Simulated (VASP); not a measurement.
# Ti: single point with r2SCAN

Ti:

```
CELL_PARAMETERS angstrom
2.96425 0.00000 0.00000
-1.48212 2.56712 0.00000
0.00000 0.00000 4.68397
ATOMIC_POSITIONS crystal
Ti 0.33333 0.66667 0.25000
Ti 0.66667 0.33333 0.75000
```

* Program: VASP 6.6.1
* Task: single point
* Functional: r2SCAN
* Potentials or basis: VASP PAW PBE potentials, release 64 (Ti_sv)
* Cutoff: 520 eV
* k mesh: 18 × 18 × 10
* Occupations: gaussian, width 0.1 eV
* Spin: no spin polarisation

```json
{
  "Pressure": "-2.9 GPa",
  "Band gap on the k mesh": "zero (bands 12 and 13 overlap by 1.21 eV)"
}
```

Levels at points of the mesh, in eV from the Fermi level:
| k point | band 8 | band 9 | band 10 | band 11 | band 12 | band 13 | band 14 | band 15 | band 16 | band 17 |
| --- | --- | --- | --- | --- | --- | --- | --- | --- | --- | --- |
| (0.00, 0.00, 0.00) | -34.12 | -6.57 | -2.81 | 0.51 | 0.84 | 0.84 | 0.95 | 1.35 | 1.35 | 1.76 |
| (0.50, 0.00, 0.00) | -34.18 | -2.50 | -2.21 | -1.87 | -0.88 | 0.59 | 0.67 | 1.23 | 3.41 | 3.64 |
| (0.00, 0.00, 0.50) | -34.16 | -4.66 | -4.66 | 0.06 | 0.06 | 0.75 | 0.75 | 0.75 | 0.75 | 2.93 |
| (0.50, 0.00, 0.50) | -34.27 | -2.62 | -2.62 | -0.85 | -0.85 | 1.16 | 1.16 | 1.84 | 1.84 | 3.55 |

Run time: 6.9 min on 1 thread of Intel Xeon 8259CL, on a shared host, peak memory 0.25 GiB.

Caveat: the PAW data sets were made with another functional, which shifts forces and pressure a little.
